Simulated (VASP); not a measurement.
# ZnS (P2_1) in VASP: a series of runs

Runs on ZnS. Level: r2SCAN. Tasks: single point.

Program: VASP 6.6.1. These are calculated values, not measurements. Logs are shortened: lines on timing, memory, paths and dates and some standing lists are left out, and cuts for length are marked.

## (1) The cell of the first run

It takes space group P2_1 (No. 4, monoclinic). The conventional cell has a = 3.811 Å, b = 6.234 Å, c = 3.811 Å, α = 90.00°, β = 120.00°, γ = 90.00°. Zn (site symmetry 1) has 4 S at 2.20 to 2.43 Å within 2.9 Å. Within 2.9 Å of S (site symmetry 1) lie 4 Zn at 2.20 to 2.43 Å.

## (2) Single point, r2SCAN (atoms displaced along a vibrational mode)

The input, POSCAR:

```
ZnS
1.0
    3.8109987816      0.0000000000      0.0000000000
   -1.9054993908      3.3004217586      0.0000000000
    0.0000000000      0.0000000000      6.2340000000
Zn S
2 2
Direct
    0.3441197071      0.6666666667      0.0000000000
    0.6558802929      0.3333333333      0.5000000000
    0.3595731738      0.6666666667      0.3850000000
    0.6404268262      0.3333333333      0.8850000000
```

The input, INCAR.step1:

```
  PREC = Accurate
  ENCUT = 520
  ISMEAR = 0
  SIGMA = 0.05
  LREAL = F
  LASPH = T
  NELM = 80
  NBANDS = 26
  GGA = PE
  ALGO = Normal
  EDIFF = 1E-4
  LWAVE = T
  LCHARG = F
```

The input, INCAR.step2:

```
  PREC = Accurate
  ENCUT = 520
  EDIFF = 1E-7
  ISMEAR = 0
  SIGMA = 0.05
  LREAL = F
  LASPH = T
  NELM = 80
  ALGO = Normal
  ISIF = 2
  LWAVE = F
  LCHARG = F
  METAGGA = R2SCAN
  LMIXTAU = T
  NBANDS = 26
  ISTART = 1
```

The input, KPOINTS:

```
Automatic mesh
0
Gamma
  6 6 4
```

Potentials or basis: VASP PAW PBE potentials, release 64 (Zn, S).

On the command line:

```bash
$ cat potpaw_PBE.64/Zn/POTCAR potpaw_PBE.64/S/POTCAR > POTCAR
$ cp INCAR.step1 INCAR
$ mpirun -np 1 vasp_std > vasp.out
$ cp INCAR.step2 INCAR
$ mpirun -np 1 vasp_std > vasp.out
```

OUTCAR:

```text
PREC = Accurate
   ENCUT = 520
   EDIFF = 1E-7
   ISMEAR = 0
   LREAL = F
   LASPH = T
   NELM = 80
   ISIF = 2
   METAGGA = R2SCAN
   ISTART = 1

 ion  position               nearest neighbor table
   1  0.344  0.667  0.000-   4 2.20   4 2.32   3 2.40   4 2.43
   2  0.656  0.333  0.500-   3 2.20   3 2.32   4 2.40   3 2.43
   3  0.360  0.667  0.385-   2 2.20   2 2.32   1 2.40   2 2.43
   4  0.640  0.333  0.885-   1 2.20   1 2.32   2 2.40   1 2.43

  LATTYP: Found a hexagonal cell.
 ALAT       =     3.8109987816
 C/A-ratio  =     1.6357916539

  Lattice vectors:

 A1 = (   3.8109987816,   0.0000000000,   0.0000000000)
 A2 = (  -1.9054993908,   3.3004217586,   0.0000000000)
 A3 = (   0.0000000000,   0.0000000000,   6.2340000000)

Analysis of symmetry for initial positions (statically):
=====================================================================
 Subroutine PRICEL returns:
 Original cell was already a primitive cell.

 Routine SETGRP: Setting up the symmetry group for a
 hexagonal supercell.

 Subroutine GETGRP returns: Found  2 space group operations
 (whereof  1 operations were pure point group operations)
 out of a pool of 24 trial point group operations.

The static configuration has the point symmetry C_1 .
 The point group associated with its full space group is C_2 .

Analysis of symmetry for dynamics (positions and initial velocities):
=====================================================================
 Subroutine PRICEL returns:
 Original cell was already a primitive cell.

 Routine SETGRP: Setting up the symmetry group for a
 hexagonal supercell.

 Subroutine GETGRP returns: Found  2 space group operations
 (whereof  1 operations were pure point group operations)
 out of a pool of 24 trial point group operations.

The dynamic configuration has the point symmetry C_1 .
 The point group associated with its full space group is C_2 .

 Subroutine INISYM returns: Found  2 space group operations
 (whereof  1 operations are pure point group operations),
 and found     1 'primitive' translations

----------------------------------------------------------------------------------------

                                     Primitive cell

  volume of cell :      78.4106

  direct lattice vectors                    reciprocal lattice vectors
     3.810998782  0.000000000  0.000000000     0.262398405  0.151495789  0.000000000
[... 89 lines left out ...]
   NELM   =     80;   NELMIN=  2; NELMDL=  0     # of ELM steps
   EDIFF  = 0.1E-06   stopping-criterion for ELM
   LREAL  =      F    real-space projection
   EDIFFG = 0.1E-05   stopping-criterion for IOM
   NSW    =      0    number of steps for IOM
   IBRION =     -1    ionic relax: 0-MD 1-quasi-New 2-CG
   NFREE  =      0    steps in history (QN), initial steepest desc. (CG)
   ISIF   =      2    stress and relaxation
   ISYM   =      2    0-nonsym 1-usesym 2-fastsym
   POTIM  = 0.5000    time-step for ionic-motion
   TEBEG  =    0.0;   TEEND  =   0.0 temperature during run
   PSTRESS=    0.0 pullay stress
   NELECT =      36.0000    total number of electrons
   NUPDOWN=      -1.0000    fix difference up-down
   EMIN   =  10.00;   EMAX   =-10.00  energy-range for DOS
   EFERMI =   0.00;   METHOD = LEGACY
   ISMEAR =     0;   SIGMA  =   0.05  broadening in eV -4-tet -1-fermi 0-gaus
   EFERMI_NEDOS =   21; number of points for ismear=-14 and -15
   IALGO  =     38    algorithm
   IMIX   =      4    mixing-type and parameters
     AMIX     =   0.40;   BMIX     =  1.00
     AMIX_MAG =   1.60;   BMIX_MAG =  1.00
  volume/ion in A,a.u.               =      19.60       132.29
  Fermi-wavevector in a.u.,A,eV,Ry     =   1.262944  2.386617 21.701656  1.595027
  Thomas-Fermi vector in A             =   2.396326
   LORBIT       =      0    0 simple, 1 ext, 2 COOP (PROOUT), +10 PAW based schemes
   METAGGA = R2SCAN    functional components
   LHFCALC =     F    Hartree Fock is set to
   AEXX    =    0.0000 exact exchange contribution
   IVDW    =     0    specifies the selected vdW correction
   LEPSILON=     F    determine dielectric tensor
   LRPA    =     F    only Hartree local field effects (RPA)
 non-spin polarized calculation
 Gauss-broadening in eV      SIGMA  =   0.05
  energy-cutoff  :      520.00
  volume of cell :       78.41
 maximum number of plane-waves:      2133
   NGX = 15   NGY = 15   NGZ = 23

 number of electron      35.9999987 magnetization

 Free energy of the ion-electron system (eV)
  ---------------------------------------------------
  ext. energy  EPLUGINS =         0.00000000
  ---------------------------------------------------
  free energy    TOTEN  =       -37.55387359 eV

  energy without entropy =      -37.55387359  energy(sigma->0) =      -37.55387359

 E-fermi :   2.1291     XC(G=0): -10.3035

 val. band max:        1.9272520854   @ k =   0.0000   0.0000   0.0000
 cond. band min:       4.7108805722   @ k =   0.0000   0.0000   0.0000
 fundamental gap:      2.7836284868
 Fermi energy:         2.1291376222

 k-point     1 :       0.0000    0.0000    0.0000
  band No.  band energies     occupation
      1     -11.8675      2.00000
      2     -10.9278      2.00000
      3      -4.7579      2.00000
      4      -4.7034      2.00000
      5      -4.6122      2.00000
      6      -4.6066      2.00000
[... 685 lines left out ...]
     25      10.2478      0.00000
     26      10.9459      0.00000

 [... further k-points ...]

------------------------ aborting loop because EDIFF is reached ----------------------------------------

  FORCE on cell =-STRESS in cart. coord.  units (eV):
  Direction    XX          YY          ZZ          XY          YZ          ZX
  --------------------------------------------------------------------------------------
  -------------------------------------------------------------------------------------
  Total        1.1977912      0.7071102     -0.3506658     -1.9702292      0.0000000      0.0000000
  in kB       24.4746597     14.4484954     -7.1652107    -40.2580081      0.0000000      0.0000000
  external PRESSURE =      10.5859815 kB  Pullay stress =       0.0000000 kB

 VOLUME and BASIS-vectors are now :
 -----------------------------------------------------------------------------
  energy-cutoff  :      520.00
  volume of cell :       78.41
      direct lattice vectors                 reciprocal lattice vectors
     3.810998782  0.000000000  0.000000000     0.262398405  0.151495789  0.000000000
    -1.905499391  3.300421759  0.000000000     0.000000000  0.302991579  0.000000000
     0.000000000  0.000000000  6.234000000     0.000000000  0.000000000  0.160410651

 POSITION                                       TOTAL-FORCE (eV/Angst)
 -----------------------------------------------------------------------------------
      0.04111      2.20028      0.00000        -0.910718      0.214079      0.446755
      1.86439      1.10014      3.11700         0.910718     -0.214079      0.446755
      0.10000      2.20028      2.40009        -1.089941      0.248675     -0.446755
      1.80550      1.10014      5.51709         1.089941     -0.248675     -0.446755
 -----------------------------------------------------------------------------------
    total drift:                               -0.000000     -0.000001     -0.006151

  FREE ENERGIE OF THE ION-ELECTRON SYSTEM (eV)
  ---------------------------------------------------
  free  energy   TOTEN  =       -37.5538735915 eV

  energy  without entropy=      -37.5538735915  energy(sigma->0) =      -37.55387359
```

OUTCAR.step1:

```text
PREC = Accurate
   ENCUT = 520
   ISMEAR = 0
   LREAL = F
[... 927 lines left out ...]
      0.04111      2.20028      0.00000        -0.933984      0.226096      0.450520
      1.86439      1.10014      3.11700         0.933984     -0.226096      0.450520
      0.10000      2.20028      2.40009        -1.093006      0.242848     -0.450520
      1.80550      1.10014      5.51709         1.093006     -0.242848     -0.450520
 -----------------------------------------------------------------------------------
    total drift:                               -0.000000     -0.000001      0.001213

  FREE ENERGIE OF THE ION-ELECTRON SYSTEM (eV)
  ---------------------------------------------------
  free  energy   TOTEN  =       -13.5052531414 eV

  energy  without entropy=      -13.5052531414  energy(sigma->0) =      -13.50525314
```

Wall time 10 min (1 thread of Intel Xeon 8259CL, shared host); peak memory 0.27 GiB.

What came out:

```
Free energy            : -37.5539 eV
Pressure               : 1.1 GPa
Largest force          : 1.204 eV/Å
Band gap on the k mesh : 2.78 eV
```

Forces in eV/Å, atoms in the order of the input:
```
Zn  -0.911  0.214  0.447
Zn   0.911 -0.214  0.447
S   -1.090  0.249 -0.447
S    1.090 -0.249 -0.447
```

Caveat: the cell differs from its parent crystal (atoms displaced along a vibrational mode); the PAW data sets were made with another functional, which shifts forces and pressure a little.

## (3) Single point, r2SCAN (atoms displaced along a vibrational mode)

The input, POSCAR:

```
ZnS
1.0
    3.8109987816      0.0000000000      0.0000000000
   -1.9054993908      3.3004217586      0.0000000000
    0.0000000000      0.0000000000      6.2340000000
Zn S
2 2
Direct
    0.3144571792      0.6666666667      0.0000000000
    0.6855428208      0.3333333333      0.5000000000
    0.2874136125      0.6666666667      0.3850000000
    0.7125863875      0.3333333333      0.8850000000
```

The input, INCAR.step1:

```
ALGO = Normal
EDIFF = 1E-4
ENCUT = 520
GGA = PE
ISMEAR = 0
LASPH = True
LCHARG = False
LREAL = False
LWAVE = True
NBANDS = 26
NELM = 100
PREC = Accurate
SIGMA = 0.05
```

The input, INCAR.step2:

```
ALGO = Normal
EDIFF = 1E-6
ENCUT = 520
ISIF = 2
ISMEAR = 0
ISTART = 1
LASPH = True
LCHARG = True
LELF = True
LMIXTAU = True
LREAL = False
LVHAR = True
LWAVE = False
METAGGA = R2SCAN
NBANDS = 26
NELM = 100
PREC = Accurate
SIGMA = 0.05
```

The input, KPOINTS:

```
k-points
0
Gamma
  6 6 4
```

Potentials or basis: VASP PAW PBE potentials, release 64 (Zn, S).

On the command line:

```bash
$ cat potpaw_PBE.64/Zn/POTCAR potpaw_PBE.64/S/POTCAR > POTCAR
$ cp INCAR.step1 INCAR
$ mpirun -np 1 vasp_std > vasp.out
$ cp INCAR.step2 INCAR
$ mpirun -np 1 vasp_std > vasp.out
```

Wall time 7.3 min (1 thread of Intel Xeon 8259CL, shared host); peak memory 0.27 GiB.

The run converged. Its results:

```yaml
Free_energy: -37.2412 eV
Pressure: 3.0 GPa
Largest_force: 2.289 eV/Å
Band_gap_on_the_k_mesh: 2.77 eV
```

Forces on the atoms (eV/Å):
```
Zn   1.729  0.716  0.728
Zn  -1.729 -0.716  0.728
S    2.026  0.776 -0.728
S   -2.026 -0.776 -0.728
```

Stress tensor (GPa, compression positive):
```
5.88 7.45 0.00
7.45 2.89 0.00
0.00 0.00 0.22
```

Levels at points of the mesh, in eV from the valence-band top:
| k point | band 14 | band 15 | band 16 | band 17 | band 18 | band 19 | band 20 | band 21 | band 22 | band 23 |
| --- | --- | --- | --- | --- | --- | --- | --- | --- | --- | --- |
| (0.00, 0.00, 0.00) | -1.36 | -0.46 | -0.30 | -0.02 | 0.00 | 2.77 | 3.54 | 6.73 | 6.94 | 7.02 |
| (0.50, 0.00, 0.00) | -4.71 | -2.86 | -2.37 | -2.13 | -1.03 | 4.21 | 5.13 | 6.32 | 7.05 | 7.71 |
| (0.00, 0.50, 0.00) | -4.34 | -3.39 | -2.25 | -1.54 | -0.98 | 3.94 | 4.57 | 5.43 | 7.52 | 8.25 |
| (0.50, 0.50, 0.00) | -3.77 | -3.66 | -2.40 | -1.08 | -1.01 | 3.66 | 4.22 | 4.73 | 7.52 | 8.53 |
| (0.00, 0.00, 0.50) | -2.82 | -0.85 | -0.85 | -0.23 | -0.23 | 3.98 | 3.98 | 6.69 | 6.69 | 7.36 |
| (0.50, 0.00, 0.50) | -5.24 | -1.78 | -1.78 | -1.49 | -1.49 | 3.86 | 3.86 | 5.69 | 5.69 | 9.57 |
| (0.00, 0.50, 0.50) | -5.03 | -1.87 | -1.87 | -1.38 | -1.38 | 3.87 | 3.87 | 5.38 | 5.38 | 9.63 |
| (0.50, 0.50, 0.50) | -4.63 | -1.89 | -1.89 | -1.63 | -1.63 | 4.05 | 4.05 | 5.37 | 5.37 | 9.39 |

Caveat: the cell differs from its parent crystal (atoms displaced along a vibrational mode); the PAW data sets were made with another functional, which shifts forces and pressure a little.
